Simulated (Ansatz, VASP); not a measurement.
Two plane-wave programs on PtSe2

```
CELL_PARAMETERS angstrom
3.75600 0.00000 0.00000
-1.87800 3.25279 0.00000
0.00000 0.00000 31.12129
ATOMIC_POSITIONS crystal
Se 0.66667 0.33333 0.45818
Se 0.33333 0.66667 0.54182
Pt 0.00000 0.00000 0.50000
```

Alike in both runs: task single point; functional PBE; dispersion D3(BJ); k mesh 9 × 9 × 1; occupations gaussian, width 0.02 eV; no spin polarisation.

```csv
,VASP,Ansatz
version,VASP 6.6.1,Ansatz 0.2.0
potentials or method,"VASP PAW PBE potentials, release 64 (Se, Pt), cutoff 400 eV","scalar-relativistic, plane waves, PAW"
valence electrons in the cell,22,50
```

Ansatz gave:

```
gap on the k mesh at the Fermi level (eV) : 1.40
least direct gap on the mesh (eV)         : 1.49
rms of the force components (eV/Å)        : 0.022
```

Task: Which values does VASP return?

Result: gap on the k mesh at the Fermi level (eV): 1.39; least direct gap on the mesh (eV): 1.48; rms of the force components (eV/Å): 0.022.

VASP's potentials hold 22 valence electrons a cell and Ansatz's 50, so a difference there can come from the potentials and not from the codes.

Neither program's run includes spin-orbit coupling.
